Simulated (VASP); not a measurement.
A run of VASP 6.6.1 is set up as follows.

The input INCAR:

```
SYSTEM = Te2Mo
PREC = Accurate
ENCUT = 600
EDIFF = 1E-6
ISMEAR = -1
SIGMA = 0.05
LREAL = .FALSE.
LASPH = .TRUE.
NELM = 80
ALGO = Normal
ISIF = 3
LWAVE = .FALSE.
LCHARG = .FALSE.
GGA = PS
IBRION = 2
NSW = 60
EDIFFG = -0.01
```

KPOINTS

```
regular mesh
0
G
  7 7 1
  0 0 0
```

File POSCAR:

```
Te2Mo
1.0
    3.5624185427      0.0000000000      0.0000000000
   -1.7812092714      3.0851449569      0.0000000000
    0.0000000000      0.0000000000     31.5632657400
Te Mo
6 3
Direct
    0.0000000000      0.0000000000      0.0567620800
    0.3333333333      0.6666666667      0.2889862200
    0.3333333333      0.6666666667      0.8244042500
    0.3333333333      0.6666666667      0.1755957500
    0.3333333333      0.6666666667      0.7110137800
    0.0000000000      0.0000000000      0.9432379200
    0.3333333333      0.6666666667      0.0000000000
    0.0000000000      0.0000000000      0.2323060100
    0.0000000000      0.0000000000      0.7676939900
```

Potentials or basis: VASP PAW PBE potentials, release 64 (Te, Mo_sv).

The run is started by

```console
$ cat potpaw_PBE.64/Te/POTCAR potpaw_PBE.64/Mo_sv/POTCAR > POTCAR
$ mpirun -np 1 vasp_std > vasp.out
```

**Question.** Predict the space group after relaxing (to 0.05 Å).

**Answer.** P-6m2 (No. 187).

**Question.** Predict the band gap on the k mesh.

**Answer.** 0.97 eV, indirect (least direct gap 1.35 eV).

Step by step:
| step | energy change (eV) | largest force (eV/Å) | pressure (GPa) | volume (Å³) |
| --- | --- | --- | --- | --- |
| 1 | 0.0000 | 0.1496 | -1.83 | 346.90 |
| 2 | 0.0254 | 0.8051 | 2.75 | 325.23 |
| 3 | -0.0674 | 0.3154 | 0.12 | 336.66 |
| 4 | -0.0924 | 0.0755 | -0.04 | 334.28 |
| 5 | -0.0924 | 0.0709 | -0.04 | 334.23 |
| 6 | -0.0940 | 0.0761 | -0.07 | 333.83 |
| 7 | -0.0984 | 0.0903 | -0.10 | 332.61 |
| 8 | -0.1059 | 0.1192 | -0.17 | 330.16 |
| 9 | -0.1145 | 0.2910 | -0.26 | 325.25 |
| 10 | -0.1153 | 0.2797 | -0.25 | 324.97 |
| 11 | -0.1174 | 0.2459 | -0.19 | 324.14 |
| 12 | -0.1206 | 0.1784 | -0.08 | 322.48 |
| 13 | -0.1229 | 0.0953 | 0.15 | 319.17 |
| 14 | -0.1230 | 0.0987 | 0.14 | 319.42 |
| 15 | -0.1235 | 0.0603 | 0.06 | 319.41 |
| 16 | -0.1238 | 0.0225 | -0.04 | 319.40 |
| 17 | -0.1239 | 0.0183 | -0.03 | 319.31 |
| 18 | -0.1240 | 0.0058 | 0.01 | 319.02 |

Caveat: the PAW data sets were made with another functional, which shifts forces and pressure a little; spin-orbit coupling is left out, which moves the levels of the heavy elements.
